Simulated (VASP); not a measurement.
# ZnS (rocksalt type) (Fm-3m) in VASP: a series of runs

Runs on ZnS (rocksalt type). Level: PBE. Tasks: single point.

Everything below comes from runs of VASP 6.6.1. Logs are shortened: lines on timing, memory, paths and dates and some standing lists are left out, and cuts for length are marked.

**1. The cell of the first run**

It takes space group Fm-3m (No. 225, cubic). The conventional cell has a = 4.700 Å, b = 4.700 Å, c = 4.700 Å, α = 90.00°, β = 90.00°, γ = 90.00°. Within 3.1 Å of Zn (site symmetry m-3m) lie 6 S at 2.35 Å. S (site symmetry m-3m) has 6 Zn at 2.35 Å within 3.1 Å.

**2. Single point, PBE**

INCAR reads:

```
SYSTEM = ZnS
PREC = Accurate
ENCUT = 520
EDIFF = 1E-6
ISMEAR = -1
SIGMA = 0.1
LREAL = .False.
LASPH = .True.
NELM = 60
ALGO = Normal
ISIF = 2
LWAVE = .False.
LCHARG = .False.
GGA = PE
NBANDS = 16
```

KPOINTS reads:

```
Automatic mesh
0
Gamma
  15 15 15
  0 0 0
```

POSCAR reads:

```
ZnS
1.0
    0.0000000000      2.3501394889      2.3501394889
    2.3501394889      0.0000000000      2.3501394889
    2.3501394889      2.3501394889      0.0000000000
Zn S
1 1
Direct
    0.0000000000      0.0000000000      0.0000000000
    0.5000000000      0.5000000000      0.5000000000
```

Potentials or basis: VASP PAW PBE potentials, release 64 (Zn, S).

Command:

```sh
> cat potpaw_PBE.64/Zn/POTCAR potpaw_PBE.64/S/POTCAR > POTCAR
> mpirun -np 1 vasp_std > vasp.out
```

OUTCAR:

```text
SYSTEM = ZnS
   PREC = Accurate
   ENCUT = 520
   EDIFF = 1E-6
   ISMEAR = -1
   LREAL = .False.
   LASPH = .True.
   NELM = 60
   ISIF = 2
   GGA = PE

 ion  position               nearest neighbor table
   1  0.000  0.000  0.000-   2 2.35   2 2.35   2 2.35   2 2.35   2 2.35   2 2.35
   2  0.500  0.500  0.500-   1 2.35   1 2.35   1 2.35   1 2.35   1 2.35   1 2.35

  LATTYP: Found a face centered cubic cell.
 ALAT       =     4.7002789778

  Lattice vectors:

 A1 = (   0.0000000000,   2.3501394889,   2.3501394889)
 A2 = (   2.3501394889,   0.0000000000,   2.3501394889)
 A3 = (   2.3501394889,   2.3501394889,   0.0000000000)

Analysis of symmetry for initial positions (statically):
=====================================================================
 Subroutine PRICEL returns:
 Original cell was already a primitive cell.

 Routine SETGRP: Setting up the symmetry group for a
 face centered cubic supercell.

 Subroutine GETGRP returns: Found 48 space group operations
 (whereof 48 operations were pure point group operations)
 out of a pool of 48 trial point group operations.

The static configuration has the point symmetry O_h .

Analysis of symmetry for dynamics (positions and initial velocities):
=====================================================================
 Subroutine PRICEL returns:
 Original cell was already a primitive cell.

 Routine SETGRP: Setting up the symmetry group for a
 face centered cubic supercell.

 Subroutine GETGRP returns: Found 48 space group operations
 (whereof 48 operations were pure point group operations)
 out of a pool of 48 trial point group operations.

The dynamic configuration has the point symmetry O_h .

 Subroutine INISYM returns: Found 48 space group operations
 (whereof 48 operations are pure point group operations),
 and found     1 'primitive' translations

----------------------------------------------------------------------------------------

                                     Primitive cell

  volume of cell :      25.9604

  direct lattice vectors                    reciprocal lattice vectors
     0.000000000  2.350139489  2.350139489    -0.212753329  0.212753329  0.212753329
     2.350139489  0.000000000  2.350139489     0.212753329 -0.212753329  0.212753329
     2.350139489  2.350139489  0.000000000     0.212753329  0.212753329 -0.212753329

  length of vectors
     3.323599139  3.323599139  3.323599139     0.368499575  0.368499575  0.368499575

  position of ions in fractional coordinates (direct lattice)
     0.000000000  0.000000000  0.000000000
     0.500000000  0.500000000  0.500000000

  ion indices of the primitive-cell ions
   primitive index   ion index
                 1           1
                 2           2

----------------------------------------------------------------------------------------

 KPOINTS: Automatic mesh

Automatic generation of k-mesh.
 Grid dimensions read from file:
 generate k-points for:   15   15   15

 Generating k-lattice:

  Cartesian coordinates                     Fractional coordinates (reciprocal lattice)
    -0.014183555  0.014183555  0.014183555     0.066666667  0.000000000  0.000000000
     0.014183555 -0.014183555  0.014183555     0.000000000  0.066666667  0.000000000
     0.014183555  0.014183555 -0.014183555     0.000000000  0.000000000  0.066666667

  Length of vectors
     0.024566638  0.024566638  0.024566638

  Shift w.r.t. Gamma in fractional coordinates (k-lattice)
     0.000000000  0.000000000  0.000000000

 Subroutine IBZKPT returns following result:
 ===========================================

 Found    120 irreducible k-points:

 Following reciprocal coordinates:
            Coordinates               Weight
  0.000000  0.000000  0.000000      1.000000
  0.066667  0.000000  0.000000      8.000000
  0.133333  0.000000  0.000000      8.000000
  0.200000  0.000000  0.000000      8.000000
  0.266667  0.000000  0.000000      8.000000
  0.333333  0.000000  0.000000      8.000000
[... 16 lines left out ...]
  0.133333  0.133333  0.000000      6.000000
  0.200000  0.133333  0.000000     24.000000
 [... further k-points ...]
   k-points           NKPTS =    120   k-points in BZ     NKDIM =    120   number of bands    NBANDS=     16
   number of dos      NEDOS =    301   number of ions     NIONS =      2
   total plane-waves  NPLWV =  21952
   dimension x,y,z NGX =    28 NGY =   28 NGZ =   28
   dimension x,y,z NGXF=    56 NGYF=   56 NGZF=   56
   ions per type =               1   1
   NGX,Y,Z   is equivalent  to a cutoff of  14.01, 14.01, 14.01 a.u.
   NGXF,Y,Z  is equivalent  to a cutoff of  28.01, 28.01, 28.01 a.u.
 SYSTEM =  ZnS
   PREC   = accura    normal or accurate (medium, high low for compatibility)
   ISTART =      0    job   : 0-new  1-cont  2-samecut
   ICHARG =      2    charge: 1-file 2-atom 10-const
   ISPIN  =      1    spin polarized calculation?
   LNONCOLLINEAR =      F non collinear calculations
   LSORBIT =      F    spin-orbit coupling
   LASPH  =      T    aspherical Exc in radial PAW
   ENCUT  =  520.0 eV  38.22 Ry    6.18 a.u.   6.18  6.18  6.18*2*pi/ulx,y,z
   NELM   =     60;   NELMIN=  2; NELMDL= -5     # of ELM steps
   EDIFF  = 0.1E-05   stopping-criterion for ELM
   LREAL  =      F    real-space projection
   EDIFFG = 0.1E-04   stopping-criterion for IOM
   NSW    =      0    number of steps for IOM
   IBRION =     -1    ionic relax: 0-MD 1-quasi-New 2-CG
   NFREE  =      0    steps in history (QN), initial steepest desc. (CG)
   ISIF   =      2    stress and relaxation
   ISYM   =      2    0-nonsym 1-usesym 2-fastsym
   POTIM  = 0.5000    time-step for ionic-motion
   TEBEG  =    0.0;   TEEND  =   0.0 temperature during run
   PSTRESS=    0.0 pullay stress
   NELECT =      18.0000    total number of electrons
   NUPDOWN=      -1.0000    fix difference up-down
   EMIN   =  10.00;   EMAX   =-10.00  energy-range for DOS
   EFERMI =   0.00;   METHOD = LEGACY
   ISMEAR =    -1;   SIGMA  =   0.10  broadening in eV -4-tet -1-fermi 0-gaus
   EFERMI_NEDOS =   21; number of points for ismear=-14 and -15
   IALGO  =     38    algorithm
   IMIX   =      4    mixing-type and parameters
     AMIX     =   0.40;   BMIX     =  1.00
     AMIX_MAG =   1.60;   BMIX_MAG =  1.00
  volume/ion in A,a.u.               =      12.98        87.59
  Fermi-wavevector in a.u.,A,eV,Ry     =   1.448979  2.738173 28.565969  2.099540
  Thomas-Fermi vector in A             =   2.566758
   LORBIT       =      0    0 simple, 1 ext, 2 COOP (PROOUT), +10 PAW based schemes
   GGA     = PE    functional components
   LHFCALC =     F    Hartree Fock is set to
   AEXX    =    0.0000 exact exchange contribution
   IVDW    =     0    specifies the selected vdW correction
   LEPSILON=     F    determine dielectric tensor
   LRPA    =     F    only Hartree local field effects (RPA)
 non-spin polarized calculation
  energy-cutoff  :      520.00
  volume of cell :       25.96
 maximum number of plane-waves:       725
 NGX is ok and might be reduce to    28
   NGX = 13   NGY = 13   NGZ = 13

 number of electron      17.9999990 magnetization

 Free energy of the ion-electron system (eV)
  ---------------------------------------------------
  ext. energy  EPLUGINS =         0.00000000
  ---------------------------------------------------
  free energy    TOTEN  =        -5.53343279 eV

  energy without entropy =       -5.52514361  energy(sigma->0) =       -5.52928820

 E-fermi :   6.9051     XC(G=0): -12.0505

 val. band max:        6.8871874559   @ k =   0.4000   0.4000   0.0000
 cond. band min:       6.9291016369   @ k =   0.4667   0.4000   0.0000
 fundamental gap:      0.0419141810
 Fermi energy:         6.9051266542

 k-point     1 :       0.0000    0.0000    0.0000
  band No.  band energies     occupation
      1      -9.3181      2.00000
      2      -0.3312      2.00000
      3      -0.3312      2.00000
      4      -0.3116      2.00000
      5      -0.3116      2.00000
      6      -0.3116      2.00000
[... 8 lines left out ...]
     15      19.3742      0.00000
     16      19.4304      0.00000

 k-point     2 :       0.0667    0.0000    0.0000
  band No.  band energies     occupation
      1      -9.2461      2.00000
      2      -0.3575      2.00000
      3      -0.3575      2.00000
      4      -0.3271      2.00000
      5      -0.3007      2.00000
      6      -0.3007      2.00000
[... 8 lines left out ...]
     15      18.1528      0.00000
     16      19.6536      0.00000

 k-point     3 :       0.1333    0.0000    0.0000
  band No.  band energies     occupation
      1      -9.0330      2.00000
      2      -0.4355      2.00000
      3      -0.4355      2.00000
      4      -0.3801      2.00000
      5      -0.2642      2.00000
      6      -0.2642      2.00000
[... 8 lines left out ...]
     15      17.2648      0.00000
     16      19.3629      0.00000

 k-point     4 :       0.2000    0.0000    0.0000
  band No.  band energies     occupation
      1      -8.6879      2.00000
      2      -0.5472      2.00000
      3      -0.5472      2.00000
      4      -0.4967      2.00000
      5      -0.2090      2.00000
      6      -0.2090      2.00000
[... 8 lines left out ...]
     15      17.4575      0.00000
     16      19.0468      0.00000
[... 324 lines left out ...]
 k-point    22 :      -0.0667    0.0667    0.0000
  band No.  band energies     occupation
      1      -9.1274      2.00000
      2      -0.4210      2.00000
      3      -0.3870      2.00000
      4      -0.3469      2.00000
      5      -0.2902      2.00000
      6      -0.2732      2.00000
[... 8 lines left out ...]
     15      18.1794      0.00000
     16      20.0640      0.00000

 k-point    23 :       0.1333    0.1333    0.0000
  band No.  band energies     occupation
      1      -8.9425      2.00000
      2      -0.5833      2.00000
      3      -0.3607      2.00000
      4      -0.3050      2.00000
      5      -0.2851      2.00000
      6      -0.2851      2.00000
[... 8 lines left out ...]
     15      19.6998      0.00000
     16      21.1768      0.00000

 k-point    24 :       0.2000    0.1333    0.0000
  band No.  band energies     occupation
      1      -8.6942      2.00000
      2      -0.7140      2.00000
      3      -0.4025      2.00000
      4      -0.3599      2.00000
      5      -0.2575      2.00000
      6      -0.2199      2.00000
[... 8 lines left out ...]
     15      19.4344      0.00000
     16      21.1989      0.00000

 [... further k-points ...]

------------------------ aborting loop because EDIFF is reached ----------------------------------------

  FORCE on cell =-STRESS in cart. coord.  units (eV):
  Direction    XX          YY          ZZ          XY          YZ          ZX
  --------------------------------------------------------------------------------------
  -------------------------------------------------------------------------------------
  Total        6.0778363      6.0778363      6.0778363      0.0000000      0.0000000      0.0000000
  in kB      375.1013840    375.1013840    375.1013840      0.0000000      0.0000000      0.0000000
  external PRESSURE =     375.1013840 kB  Pullay stress =       0.0000000 kB

 VOLUME and BASIS-vectors are now :
 -----------------------------------------------------------------------------
  energy-cutoff  :      520.00
  volume of cell :       25.96
      direct lattice vectors                 reciprocal lattice vectors
     0.000000000  2.350139489  2.350139489    -0.212753329  0.212753329  0.212753329
     2.350139489  0.000000000  2.350139489     0.212753329 -0.212753329  0.212753329
     2.350139489  2.350139489  0.000000000     0.212753329  0.212753329 -0.212753329

 POSITION                                       TOTAL-FORCE (eV/Angst)
 -----------------------------------------------------------------------------------
      0.00000      0.00000      0.00000        -0.000000     -0.000000      0.000000
      2.35014      2.35014      2.35014         0.000000      0.000000     -0.000000
 -----------------------------------------------------------------------------------
    total drift:                               -0.000000      0.000000      0.000000

  FREE ENERGIE OF THE ION-ELECTRON SYSTEM (eV)
  ---------------------------------------------------
  free  energy   TOTEN  =        -5.5334327879 eV

  energy  without entropy=       -5.5251436074  energy(sigma->0) =       -5.52928820
```

It took 90 s on 1 thread of Intel Xeon 8259CL, shared host; peak memory 0.19 GiB.

Results:

```
Free energy            : -5.5334 eV
Pressure               : 37.5 GPa
Band gap on the k mesh : zero (bands 9 and 10 overlap by 0.34 eV)
```

Caveat: the cell stands under pressure; semilocal functionals underestimate gaps, and a narrow one can read as zero.

**3. Single point, PBE**

INCAR reads:

```
PREC = Accurate
ENCUT = 520
EDIFF = 1E-6
ISMEAR = -1
SIGMA = 0.1
LREAL = False
LASPH = True
NELM = 100
ALGO = Normal
ISIF = 2
LWAVE = False
LCHARG = False
GGA = PE
NBANDS = 16
```

KPOINTS reads:

```
regular mesh
0
Gamma
  15 15 15
```

POSCAR is that of step 2.

Potentials or basis: VASP PAW PBE potentials, release 64 (Zn, S).

Command:

```sh
> cat potpaw_PBE.64/Zn/POTCAR potpaw_PBE.64/S/POTCAR > POTCAR
> mpirun -np 1 vasp_std > vasp.out
```

It took 91 s on 1 thread of Intel Xeon 8259CL, shared host; peak memory 0.19 GiB.

The run converged. Its results:

| Quantity | Value |
| --- | --- |
| Free energy | -5.5334 eV |
| Pressure | 37.5 GPa |
| Band gap on the k mesh | zero (bands 9 and 10 overlap by 0.34 eV) |

Levels at points of the mesh, in eV from the Fermi level:
```
           k point  band 5  band 6  band 7  band 8  band 9  band 10  band 11  band 12  band 13  band 14
(0.00, 0.00, 0.00)   -7.22   -7.22   -1.10   -1.10   -1.10     3.71     8.72     8.72     8.72    12.47
```

Caveat: the cell stands under pressure; semilocal functionals underestimate gaps, and a narrow one can read as zero.

**4. Single point, PBE**

This run uses another cell than the first one, of 16.62 Å³/atom.

INCAR reads:

```
PREC     = Accurate       # precision mode
ENCUT    = 520            # plane-wave cutoff, eV
EDIFF    = 1E-6           # SCF threshold, eV
ISMEAR   = -1             # smearing method
SIGMA    = 0.1            # smearing width, eV
LREAL    = F              # projectors in reciprocal space
LASPH    = T              # aspherical terms in the spheres
NELM     = 100            # most SCF steps
ALGO     = Normal         # electronic algorithm
ISIF     = 2              # what is computed and relaxed
LWAVE    = F              # write WAVECAR
LCHARG   = F              # write CHGCAR
GGA      = PE             # functional
NBANDS   = 16             # bands
```

KPOINTS is that of step 3.

POSCAR reads:

```
ZnS
1.0
    0.0000000000      2.5518235964      2.5518235964
    2.5518235964      0.0000000000      2.5518235964
    2.5518235964      2.5518235964      0.0000000000
Zn S
1 1
Direct
    0.0000000000      0.0000000000      0.0000000000
    0.5000000000      0.5000000000      0.5000000000
```

Command:

```sh
> cat potpaw_PBE.64/Zn/POTCAR potpaw_PBE.64/S/POTCAR > POTCAR
> mpirun -np 1 vasp_std > vasp.out
```

It took 80 s on 1 thread of Intel Xeon 8259CL, shared host; peak memory 0.2 GiB.

Results (log left out):

- Free energy: -6.2190 eV
- Pressure: 0.1 GPa
- Band gap on the k mesh: zero (bands 9 and 10 overlap by 0.23 eV)

Levels at points of the mesh, in eV from the Fermi level:
```csv
k point,band 7,band 8,band 9,band 10,band 11,band 12
"(0.00, 0.00, 0.00)",-0.74,-0.74,-0.74,1.63,8.90,8.90
```

Caveat: semilocal functionals underestimate gaps, and a narrow one can read as zero.

The gap in the log of VASP goes by the Fermi energy; the results here count the filled bands.